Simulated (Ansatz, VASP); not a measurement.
**GeSb2Te4 in VASP and in Ansatz**

```
CELL_PARAMETERS angstrom
6.14631 0.00000 0.00000
-3.07316 5.32286 0.00000
0.00000 0.00000 7.77207
ATOMIC_POSITIONS crystal
Ge 0.00000 0.00000 0.67195
Sb 0.33333 0.66667 0.23817
Sb 0.66667 0.33333 0.23817
Te 0.33333 0.66667 0.52590
Te 0.66667 0.33333 0.52590
Te 0.33333 0.66667 0.96920
Te 0.66667 0.33333 0.96920
```

Alike in both runs: task single point; functional PBE; k mesh 3 × 3 × 2; occupations gaussian, width 0.1 eV; no spin polarisation.

|  | VASP | Ansatz |
| --- | --- | --- |
| version | VASP 6.6.1 | Ansatz 0.2.0 |
| potentials or method | VASP PAW PBE potentials, release 64 (Ge_d, Sb, Te), cutoff 520 eV | scalar-relativistic, plane waves, PAW |
| valence electrons in the cell | 48 | 108 |

Ansatz gave:

- gap on the k mesh at the Fermi level (eV): none
- pressure (GPa): 25.4
- traceless stress, the component that is largest in VASP (GPa): 50.86
- rms of the force components (eV/Å): 6.700

Q: What did VASP give for the same quantities?

A: gap on the k mesh at the Fermi level (eV): none; pressure (GPa): 25.5; traceless stress, the component that is largest in VASP (GPa): 50.97; rms of the force components (eV/Å): 6.713.

Atom by atom the forces differ by 0.018 eV/Å (rms over components). A gap of «none» marks a metal or a gap that the smearing closes. VASP's potentials hold 48 valence electrons a cell and Ansatz's 108, so a difference there can come from the potentials and not from the codes.

The k mesh is coarse, so the values compare programs but aren't converged. Neither program's run includes spin-orbit coupling.
